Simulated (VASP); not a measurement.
Set up this calculation in VASP 6.6.1, as the native input.

| Quantity | Value |
| --- | --- |
| Task | single point |
| Functional | PBEsol |
| Potentials or basis | VASP PAW PBE potentials, release 64 (Mo_sv, S) |
| Cutoff | 520 eV |
| k mesh | 12 × 12 × 4 |
| Occupations | gaussian, width 0.02 eV |
| Spin | no spin polarisation |
| Dipole correction | no |
| Further INCAR settings | ALGO = Normal; EDIFF = 1e-06; NBANDS = 35 |

The structure of MoS2 lies in POSCAR:

```
MoS2
1.0
    3.1414159807      0.0000000000      0.0000000000
   -1.5707079903      2.7205460431      0.0000000000
    0.0000000000      0.0000000000     12.5789761557
Mo S
2 4
Direct
    0.3333333333      0.6666666667      0.2500000000
    0.6666666667      0.3333333333      0.7500000000
    0.3333333333      0.6666666667      0.6260586372
    0.6666666667      0.3333333333      0.1260586372
    0.3333333333      0.6666666667      0.8739413628
    0.6666666667      0.3333333333      0.3739413628
```

The input as run:

INCAR

```
ALGO = Normal
EDIFF = 1E-6
ENCUT = 520
GGA = PS
ISIF = 2
ISMEAR = 0
LASPH = T
LCHARG = T
LELF = T
LREAL = F
LVHAR = T
LWAVE = F
NBANDS = 35
NELM = 100
PREC = Accurate
SIGMA = 0.02
```

KPOINTS

```
k-points
0
Gamma
  12 12 4
```

Potentials or basis: VASP PAW PBE potentials, release 64 (Mo_sv, S).

The run is started by

```sh
$ cat potpaw_PBE.64/Mo_sv/POTCAR potpaw_PBE.64/S/POTCAR > POTCAR
$ mpirun -np 1 vasp_std > vasp.out
```

Results of the run:

| Quantity | Value |
| --- | --- |
| Pressure | 0.0 GPa |
| Band gap on the k mesh | 0.99 eV (least direct gap 1.75 eV) |

Caveat: the PAW data sets were made with another functional, which shifts forces and pressure a little; this functional lacks dispersion, which binds layers or chains, so the pressure and a relaxed spacing across them are unreliable.

Wall time 2.7 min on 1 thread of Intel(R) Xeon(R) Platinum 8488C (Sapphire Rapids), with other jobs on the host, peak memory 0.33 GiB.
